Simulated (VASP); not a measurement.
The system is Pt.

```
CELL_PARAMETERS angstrom
2.77895 0.00000 0.00000
-1.38947 2.40664 0.00000
0.00000 0.00000 4.82387
ATOMIC_POSITIONS crystal
Pt 0.33333 0.66667 0.25000
Pt 0.66667 0.33333 0.75000
```

This cell differs from its parent crystal: volume scaled by 1.02.

Base run:

| Item | Value |
| --- | --- |
| Program | VASP 6.6.1 |
| Functional | LDA |
| Potentials or basis | VASP PAW LDA potentials, release 64 (Pt) |
| Cutoff | 520 eV |
| k mesh | 11 × 11 × 6 |
| Occupations | fermi-dirac, width 0.05 eV |
| Spin | no spin polarisation |

Its results: band gap on the k mesh zero (band 10 reaches 10.23 eV, above the bottom of band 11 at 9.09 eV); pressure -19.1 GPa.

Problem. The run is repeated on the same cell with these changes: functional from LDA to r2SCAN; potentials or basis from VASP PAW LDA potentials, release 64 (Pt) to VASP PAW PBE potentials, release 64 (Pt). What comes out?

Solution. Band gap on the k mesh zero (band 10 reaches 10.14 eV, above the bottom of band 11 at 8.91 eV); pressure -10.1 GPa.

Caveats: spin-orbit coupling is left out, which moves the levels of the heavy elements; the PAW data sets were made with another functional, which shifts forces and pressure a little (some runs).
